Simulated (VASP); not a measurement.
# SiC (P6_3mc) in VASP: a series of runs

SiC is run at these levels: PBEsol, LDA, BLYP, HSE06; tasks: relaxation of cell and atoms, single point.

Program: VASP 6.6.1. These are calculated values, not measurements. Logs are shortened: lines on timing, memory, paths and dates and some standing lists are left out, and cuts for length are marked.

## (1) The cell of the first run

The structure is hexagonal, space group P6_3mc (No. 186). Conventional cell: a = 3.076 Å, b = 3.076 Å, c = 10.071 Å, α = 90.00°, β = 90.00°, γ = 120.00°. Within 2.5 Å of Si (site symmetry 3m) lie 4 C at 1.88 to 1.89 Å. Within 2.5 Å of Si (site symmetry 3m) lie 4 C at 1.88 to 1.89 Å. Within 2.5 Å of C (site symmetry 3m) lie 4 Si at 1.88 to 1.89 Å. C (site symmetry 3m) has 4 Si at 1.88 to 1.89 Å within 2.5 Å.

## (2) Relaxation of cell and atoms, PBEsol

Contents of INCAR:

```
SYSTEM = SiC
  PREC = Accurate
  ENCUT = 600
  EDIFF = 1E-7
  ISMEAR = -1
  SIGMA = 0.05
  LREAL = .False.
  LASPH = .True.
  NELM = 100
  ALGO = Normal
  ISIF = 3
  LWAVE = .False.
  LCHARG = .False.
  GGA = PS
  IBRION = 2
  NSW = 60
  EDIFFG = -0.01
```

Contents of KPOINTS:

```
regular mesh
0
Gamma
  10 10 3
  0 0 0
```

Contents of POSCAR:

```
SiC
1.0
    3.0756941497      0.0000000000      0.0000000000
   -1.5378470748      2.6636292679      0.0000000000
    0.0000000000      0.0000000000     10.0706464800
Si C
4 4
Direct
    0.0000000000      0.0000000000      0.1878943800
    0.0000000000      0.0000000000      0.6878943800
    0.3333333333      0.6666666667      0.4378419800
    0.6666666667      0.3333333333      0.9378419800
    0.0000000000      0.0000000000      0.0004600500
    0.0000000000      0.0000000000      0.5004600500
    0.3333333333      0.6666666667      0.2498025900
    0.6666666667      0.3333333333      0.7498025900
```

Potentials or basis: VASP PAW PBE potentials, release 64 (Si, C).

Started as:

```
> cat potpaw_PBE.64/Si/POTCAR potpaw_PBE.64/C/POTCAR > POTCAR
> mpirun -np 1 vasp_std > vasp.out
```

OUTCAR:

```text
SYSTEM = SiC
   PREC = Accurate
   ENCUT = 600
   EDIFF = 1E-7
   ISMEAR = -1
   LREAL = .False.
   LASPH = .True.
   NELM = 100
   ISIF = 3
   GGA = PS
   IBRION = 2
   NSW = 60
   EDIFFG = -0.01

 ion  position               nearest neighbor table
   1  0.000  0.000  0.188-   7 1.88   7 1.88   7 1.88   5 1.89   3 3.08   3 3.08   3 3.08   4 3.08
                             4 3.08   4 3.08
   2  0.000  0.000  0.688-   8 1.88   8 1.88   8 1.88   6 1.89   4 3.08   4 3.08   4 3.08   3 3.08
                             3 3.08   3 3.08
   3  0.333  0.667  0.438-   6 1.88   6 1.88   6 1.88   7 1.89   1 3.08   1 3.08   1 3.08   2 3.08
                             2 3.08   2 3.08
   4  0.667  0.333  0.938-   5 1.88   5 1.88   5 1.88   8 1.89   2 3.08   2 3.08   2 3.08   1 3.08
                             1 3.08   1 3.08
   5  0.000  0.000  0.000-   4 1.88   4 1.88   4 1.88   1 1.89
   6  0.000  0.000  0.500-   3 1.88   3 1.88   3 1.88   2 1.89
   7  0.333  0.667  0.250-   1 1.88   1 1.88   1 1.88   3 1.89
   8  0.667  0.333  0.750-   2 1.88   2 1.88   2 1.88   4 1.89

  LATTYP: Found a hexagonal cell.
 ALAT       =     3.0756941497
 C/A-ratio  =     3.2742678530

  Lattice vectors:

 A1 = (   3.0756941497,   0.0000000000,   0.0000000000)
 A2 = (  -1.5378470748,   2.6636292679,   0.0000000000)
 A3 = (   0.0000000000,   0.0000000000,  10.0706464800)

Analysis of symmetry for initial positions (statically):
=====================================================================
 Subroutine PRICEL returns:
 Original cell was already a primitive cell.

 Routine SETGRP: Setting up the symmetry group for a
 hexagonal supercell.

 Subroutine GETGRP returns: Found 12 space group operations
 (whereof  6 operations were pure point group operations)
 out of a pool of 24 trial point group operations.

The static configuration has the point symmetry C_3v.
 The point group associated with its full space group is C_6v.

Analysis of symmetry for dynamics (positions and initial velocities):
=====================================================================
 Subroutine PRICEL returns:
 Original cell was already a primitive cell.

 Routine SETGRP: Setting up the symmetry group for a
 hexagonal supercell.

 Subroutine GETGRP returns: Found 12 space group operations
 (whereof  6 operations were pure point group operations)
 out of a pool of 24 trial point group operations.

The dynamic configuration has the point symmetry C_3v.
 The point group associated with its full space group is C_6v.

 Subroutine INISYM returns: Found 12 space group operations
 (whereof  6 operations are pure point group operations),
 and found     1 'primitive' translations

[... 116 lines left out ...]
   PSTRESS=    0.0 pullay stress
   NELECT =      32.0000    total number of electrons
   NUPDOWN=      -1.0000    fix difference up-down
   EMIN   =  10.00;   EMAX   =-10.00  energy-range for DOS
   EFERMI =   0.00;   METHOD = LEGACY
   ISMEAR =    -1;   SIGMA  =   0.05  broadening in eV -4-tet -1-fermi 0-gaus
   EFERMI_NEDOS =   21; number of points for ismear=-14 and -15
   IALGO  =     38    algorithm
   IMIX   =      4    mixing-type and parameters
     AMIX     =   0.40;   BMIX     =  1.00
     AMIX_MAG =   1.60;   BMIX_MAG =  1.00
  volume/ion in A,a.u.               =      10.31        69.60
  Fermi-wavevector in a.u.,A,eV,Ry     =   1.193897  2.256138 19.393597  1.425389
  Thomas-Fermi vector in A             =   2.329900
   LORBIT       =      0    0 simple, 1 ext, 2 COOP (PROOUT), +10 PAW based schemes
   GGA     = PS    functional components
   LHFCALC =     F    Hartree Fock is set to
   AEXX    =    0.0000 exact exchange contribution
   IVDW    =     0    specifies the selected vdW correction
   LEPSILON=     F    determine dielectric tensor
   LRPA    =     F    only Hartree local field effects (RPA)
 conjugate gradient relaxation of ions
 non-spin polarized calculation
  energy-cutoff  :      600.00
  volume of cell :       82.50
 maximum number of plane-waves:      2776
 NGX is ok and might be reduce to    28
   NGX = 13   NGY = 13   NGZ = 41

--------------------------------------- Ionic step        1  -------------------------------------------

 number of electron      32.0000001 magnetization

 Free energy of the ion-electron system (eV)
  ---------------------------------------------------
  ext. energy  EPLUGINS =         0.00000000
  ---------------------------------------------------
  free energy    TOTEN  =       -63.67520401 eV

  energy without entropy =      -63.67520401  energy(sigma->0) =      -63.67520401

------------------------ aborting loop because EDIFF is reached ----------------------------------------

  FORCE on cell =-STRESS in cart. coord.  units (eV):
  Direction    XX          YY          ZZ          XY          YZ          ZX
  --------------------------------------------------------------------------------------
  -------------------------------------------------------------------------------------
  Total        0.3727643      0.3727643      0.3077993      0.0000000      0.0000000      0.0000000
  in kB        7.2388680      7.2388680      5.9772839      0.0000000      0.0000000      0.0000000
  external PRESSURE =       6.8183400 kB  Pullay stress =       0.0000000 kB
[... 71 lines left out ...]
--------------------------------------- Ionic step        3  -------------------------------------------

 number of electron      32.0000001 magnetization

 Free energy of the ion-electron system (eV)
  ---------------------------------------------------
  ext. energy  EPLUGINS =         0.00000000
  ---------------------------------------------------
  free energy    TOTEN  =       -63.67573777 eV

  energy without entropy =      -63.67573777  energy(sigma->0) =      -63.67573777

 E-fermi :   9.1222     XC(G=0): -11.5026

 val. band max:        8.1248551764   @ k =   0.0000   0.0000   0.0000
 cond. band min:      10.2339987112   @ k =   0.5000   0.0000   0.0000
 fundamental gap:      2.1091435348
 Fermi energy:         9.1222231640

 k-point     1 :       0.0000    0.0000    0.0000
  band No.  band energies     occupation
      1      -7.3775      2.00000
      2      -6.1942      2.00000
      3      -6.1585      2.00000
      4      -3.7732      2.00000
      5      -0.5500      2.00000
      6       3.7209      2.00000
[... 565 lines left out ...]
     20      12.9133      0.00000
     21      14.0719      0.00000

 [... further k-points ...]

------------------------ aborting loop because EDIFF is reached ----------------------------------------

  FORCE on cell =-STRESS in cart. coord.  units (eV):
  Direction    XX          YY          ZZ          XY          YZ          ZX
  --------------------------------------------------------------------------------------
  -------------------------------------------------------------------------------------
  Total        0.0043196      0.0043196      0.0008688      0.0000000      0.0000000      0.0000000
  in kB        0.0836303      0.0836303      0.0168199      0.0000000      0.0000000      0.0000000
  external PRESSURE =       0.0613602 kB  Pullay stress =       0.0000000 kB
[... 23 lines left out ...]
  FREE ENERGIE OF THE ION-ELECTRON SYSTEM (eV)
  ---------------------------------------------------
  free  energy   TOTEN  =       -63.6757377706 eV

  energy  without entropy=      -63.6757377705  energy(sigma->0) =      -63.67573777

 reached required accuracy - stopping structural energy minimisation
```

Run time: 3.5 min. Hardware: 1 thread of Intel Xeon 8259CL, shared host; peak memory 0.26 GiB.

What came out:

```yaml
Free_energy: -63.6757 eV
Relaxed_volume: 10.34 Å³/atom
Relaxed_cell: a = 3.079 Å, b = 3.079 Å, c = 10.080 Å, α = 90.00°, β = 90.00°, γ = 120.00°
Space_group_after_relaxing_to_0.1_Å: P6_3mc (No. 186)
Energy_gained_by_relaxing: 0.1 meV/atom
Ionic_steps: 3
Pressure_after_relaxing: 0.0 GPa
Band_gap_on_the_k_mesh: 2.11 eV (least direct gap 3.23 eV)
```

Forces on the atoms (eV/Å):
```
Si   0.000  0.000  0.002
Si   0.000  0.000  0.002
Si   0.000  0.000  0.002
Si   0.000  0.000  0.002
C    0.000  0.000 -0.003
C    0.000  0.000 -0.003
C    0.000  0.000 -0.001
C    0.000  0.000 -0.001
```

The path:
| step | energy change (eV) | largest force (eV/Å) | pressure (GPa) | volume (Å³) |
| --- | --- | --- | --- | --- |
| 1 | 0.0000 | 0.0045 | 0.68 | 82.50 |
| 2 | 0.0001 | 0.0092 | -0.72 | 83.03 |
| 3 | -0.0005 | 0.0025 | 0.01 | 82.75 |

Final structure:
```
Si C
1.0
     3.07899    0.00000    0.00000
    -1.53950    2.66649    0.00000
     0.00000    0.00000   10.07956
Si C
4 4
Direct
  0.00000 0.00000 0.18790
  0.00000 0.00000 0.68790
  0.33333 0.66667 0.43783
  0.66667 0.33333 0.93783
  0.00000 0.00000 0.00046
  0.00000 0.00000 0.50046
  0.33333 0.66667 0.24981
  0.66667 0.33333 0.74981
```

Caveat: the PAW data sets were made with another functional, which shifts forces and pressure a little; an odd mesh through Γ misses points on the zone boundary, where band edges can lie.

## (3) Relaxation of cell and atoms, LDA

Contents of INCAR:

```
SYSTEM = SiC
ALGO     = Normal         ! electronic algorithm
EDIFF    = 1E-6           ! SCF threshold, eV
EDIFFG   = -0.01          ! ionic threshold
ENCUT    = 600            ! plane-wave cutoff, eV
GGA      = CA             ! functional
IBRION   = 2              ! ionic algorithm
ISIF     = 3              ! what is computed and relaxed
ISMEAR   = -1             ! smearing method
LASPH    = .TRUE.         ! aspherical terms in the spheres
LCHARG   = .FALSE.        ! write CHGCAR
LREAL    = .FALSE.        ! projectors in reciprocal space
LWAVE    = .FALSE.        ! write WAVECAR
NELM     = 100            ! most SCF steps
NSW      = 60             ! ionic steps
PREC     = Accurate       ! precision mode
SIGMA    = 0.05           ! smearing width, eV
```

Contents of KPOINTS:

```
k-points
0
G
  10 10 3
  0 0 0
```

POSCAR is that of step 2.

Potentials or basis: VASP PAW LDA potentials, release 64 (Si, C).

Started as:

```
> cat potpaw_LDA.64/Si/POTCAR potpaw_LDA.64/C/POTCAR > POTCAR
> mpirun -np 1 vasp_std > vasp.out
```

OUTCAR:

```text
SYSTEM = SiC
   EDIFF = 1E-6
   EDIFFG = -0.01
   ENCUT = 600
   GGA = CA
   IBRION = 2
   ISIF = 3
   ISMEAR = -1
   LASPH = .TRUE.
   LREAL = .FALSE.
   NELM = 100
   NSW = 60
   PREC = Accurate

 ion  position               nearest neighbor table
   1  0.000  0.000  0.188-   7 1.88   7 1.88   7 1.88   5 1.89   3 3.08   3 3.08   3 3.08   4 3.08
                             4 3.08   4 3.08
   2  0.000  0.000  0.688-   8 1.88   8 1.88   8 1.88   6 1.89   4 3.08   4 3.08   4 3.08   3 3.08
                             3 3.08   3 3.08
   3  0.333  0.667  0.438-   6 1.88   6 1.88   6 1.88   7 1.89   1 3.08   1 3.08   1 3.08   2 3.08
                             2 3.08   2 3.08
   4  0.667  0.333  0.938-   5 1.88   5 1.88   5 1.88   8 1.89   2 3.08   2 3.08   2 3.08   1 3.08
                             1 3.08   1 3.08
   5  0.000  0.000  0.000-   4 1.88   4 1.88   4 1.88   1 1.89
   6  0.000  0.000  0.500-   3 1.88   3 1.88   3 1.88   2 1.89
   7  0.333  0.667  0.250-   1 1.88   1 1.88   1 1.88   3 1.89
   8  0.667  0.333  0.750-   2 1.88   2 1.88   2 1.88   4 1.89

  LATTYP: Found a hexagonal cell.
 ALAT       =     3.0756941497
 C/A-ratio  =     3.2742678530

  Lattice vectors:

 A1 = (   3.0756941497,   0.0000000000,   0.0000000000)
 A2 = (  -1.5378470748,   2.6636292679,   0.0000000000)
 A3 = (   0.0000000000,   0.0000000000,  10.0706464800)

Analysis of symmetry for initial positions (statically):
=====================================================================
 Subroutine PRICEL returns:
 Original cell was already a primitive cell.

 Routine SETGRP: Setting up the symmetry group for a
 hexagonal supercell.

 Subroutine GETGRP returns: Found 12 space group operations
 (whereof  6 operations were pure point group operations)
 out of a pool of 24 trial point group operations.

The static configuration has the point symmetry C_3v.
 The point group associated with its full space group is C_6v.

Analysis of symmetry for dynamics (positions and initial velocities):
=====================================================================
 Subroutine PRICEL returns:
 Original cell was already a primitive cell.
[... 151 lines left out ...]
   LRPA    =     F    only Hartree local field effects (RPA)
 conjugate gradient relaxation of ions
 non-spin polarized calculation
  energy-cutoff  :      600.00
  volume of cell :       82.50
 maximum number of plane-waves:      2776
 NGX is ok and might be reduce to    28
   NGX = 13   NGY = 13   NGZ = 41

--------------------------------------- Ionic step        1  -------------------------------------------

 number of electron      32.0000002 magnetization

 Free energy of the ion-electron system (eV)
  ---------------------------------------------------
  ext. energy  EPLUGINS =         0.00000000
  ---------------------------------------------------
  free energy    TOTEN  =       -66.57585782 eV

  energy without entropy =      -66.57585782  energy(sigma->0) =      -66.57585782

------------------------ aborting loop because EDIFF is reached ----------------------------------------

  FORCE on cell =-STRESS in cart. coord.  units (eV):
  Direction    XX          YY          ZZ          XY          YZ          ZX
  --------------------------------------------------------------------------------------
  -------------------------------------------------------------------------------------
  Total       -1.8276196     -1.8276196     -1.8505922     -0.0000000      0.0000000      0.0000000
  in kB      -35.4913173    -35.4913173    -35.9374308     -0.0000000      0.0000000      0.0000000
  external PRESSURE =     -35.6400218 kB  Pullay stress =       0.0000000 kB
[... 71 lines left out ...]
--------------------------------------- Ionic step        3  -------------------------------------------

 number of electron      32.0000002 magnetization

 Free energy of the ion-electron system (eV)
  ---------------------------------------------------
  ext. energy  EPLUGINS =         0.00000000
  ---------------------------------------------------
  free energy    TOTEN  =       -66.59064745 eV

  energy without entropy =      -66.59064745  energy(sigma->0) =      -66.59064745

 E-fermi :   9.4003     XC(G=0): -11.6353

 val. band max:        8.3477580672   @ k =   0.0000   0.0000   0.0000
 cond. band min:      10.5198796933   @ k =   0.5000   0.0000   0.0000
 fundamental gap:      2.1721216261
 Fermi energy:         9.4002600836

 k-point     1 :       0.0000    0.0000    0.0000
  band No.  band energies     occupation
      1      -7.1955      2.00000
      2      -5.9948      2.00000
      3      -5.9582      2.00000
      4      -3.5067      2.00000
      5      -0.3897      2.00000
      6       3.9534      2.00000
[... 565 lines left out ...]
     20      13.1971      0.00000
     21      14.4025      0.00000

 [... further k-points ...]

------------------------ aborting loop because EDIFF is reached ----------------------------------------

  FORCE on cell =-STRESS in cart. coord.  units (eV):
  Direction    XX          YY          ZZ          XY          YZ          ZX
  --------------------------------------------------------------------------------------
  -------------------------------------------------------------------------------------
  Total        0.0056200      0.0056200     -0.0243823      0.0000000      0.0000000      0.0000000
  in kB        0.1108962      0.1108962     -0.4811185      0.0000000      0.0000000      0.0000000
  external PRESSURE =      -0.0864421 kB  Pullay stress =       0.0000000 kB
[... 23 lines left out ...]
  FREE ENERGIE OF THE ION-ELECTRON SYSTEM (eV)
  ---------------------------------------------------
  free  energy   TOTEN  =       -66.5906474507 eV

  energy  without entropy=      -66.5906474506  energy(sigma->0) =      -66.59064745

 reached required accuracy - stopping structural energy minimisation
```

CONTCAR:

```text
SiC
   1.00000000000000
     3.0594196517836432   -0.0000000000003055    0.0000000000000000
    -1.5297098258423507    2.6495351392709319    0.0000000000000000
     0.0000000000000000    0.0000000000000000   10.0166896148065661
  Si              C
     4     4
Direct
     0.0000000000000000    0.0000000000000000    0.1878870655844722
     0.0000000000000000    0.0000000000000000    0.6878870655844722
     0.3333333332999970    0.6666666667000030    0.4378523907311146
     0.6666666667000030    0.3333333332999970    0.9378523907311146
     0.0000000000000000    0.0000000000000000    0.0004555653255121
     0.0000000000000000    0.0000000000000000    0.5004555653255122
     0.3333333332999970    0.6666666667000030    0.2498039783589083
     0.6666666667000030    0.3333333332999970    0.7498039783589083

  0.00000000E+00  0.00000000E+00  0.00000000E+00
  0.00000000E+00  0.00000000E+00  0.00000000E+00
  0.00000000E+00  0.00000000E+00  0.00000000E+00
  0.00000000E+00  0.00000000E+00  0.00000000E+00
  0.00000000E+00  0.00000000E+00  0.00000000E+00
  0.00000000E+00  0.00000000E+00  0.00000000E+00
  0.00000000E+00  0.00000000E+00  0.00000000E+00
  0.00000000E+00  0.00000000E+00  0.00000000E+00
```

Wall time 3.1 min (1 thread of Intel Xeon 8259CL, shared host); peak memory 0.22 GiB.

Results:

* Free energy: -66.5906 eV
* Relaxed volume: 10.15 Å³/atom
* Relaxed cell: a = 3.059 Å, b = 3.059 Å, c = 10.017 Å, α = 90.00°, β = 90.00°, γ = 120.00°
* Space group after relaxing (to 0.1 Å): P6_3mc (No. 186)
* Energy gained by relaxing: 1.8 meV/atom
* Ionic steps: 3
* Pressure after relaxing: 0.0 GPa
* Largest force after relaxing: 0.004 eV/Å
* Band gap on the k mesh: 2.17 eV (least direct gap 3.30 eV)

Forces in eV/Å, atoms in the order of the input:
```
Si   0.000  0.000  0.002
Si   0.000  0.000  0.002
Si   0.000  0.000 -0.004
Si   0.000  0.000 -0.004
C    0.000  0.000 -0.001
C    0.000  0.000 -0.001
C    0.000  0.000  0.002
C    0.000  0.000  0.002
```

The path:
| step | energy change (eV) | largest force (eV/Å) | pressure (GPa) | volume (Å³) |
| --- | --- | --- | --- | --- |
| 1 | 0.0000 | 0.0046 | -3.56 | 82.50 |
| 2 | 0.0029 | 0.0134 | 4.11 | 79.79 |
| 3 | -0.0148 | 0.0039 | -0.01 | 81.20 |

Final structure:
```yaml
crystal:
  lattice:
    - [3.05942, 0.00000, 0.00000]
    - [-1.52971, 2.64954, 0.00000]
    - [0.00000, 0.00000, 10.01669]
  atoms:
    - { symbol: Si, position: [0.00000, 0.00000, 0.18789] }
    - { symbol: Si, position: [0.00000, 0.00000, 0.68789] }
    - { symbol: Si, position: [0.33333, 0.66667, 0.43785] }
    - { symbol: Si, position: [0.66667, 0.33333, 0.93785] }
    - { symbol: C, position: [0.00000, 0.00000, 0.00046] }
    - { symbol: C, position: [0.00000, 0.00000, 0.50046] }
    - { symbol: C, position: [0.33333, 0.66667, 0.24980] }
    - { symbol: C, position: [0.66667, 0.33333, 0.74980] }
```

Levels at points of the mesh, in eV from the valence-band top:
| k point | band 14 | band 15 | band 16 | band 17 | band 18 | band 19 |
| --- | --- | --- | --- | --- | --- | --- |
| (0.00, 0.00, 0.00) | -0.05 | 0.00 | 0.00 | 5.21 | 5.78 | 6.42 |
| (0.50, 0.00, 0.00) | -2.24 | -1.59 | -1.13 | 2.17 | 2.30 | 4.18 |

Caveat: an odd mesh through Γ misses points on the zone boundary, where band edges can lie.

(Continued in part 2 of 2.)
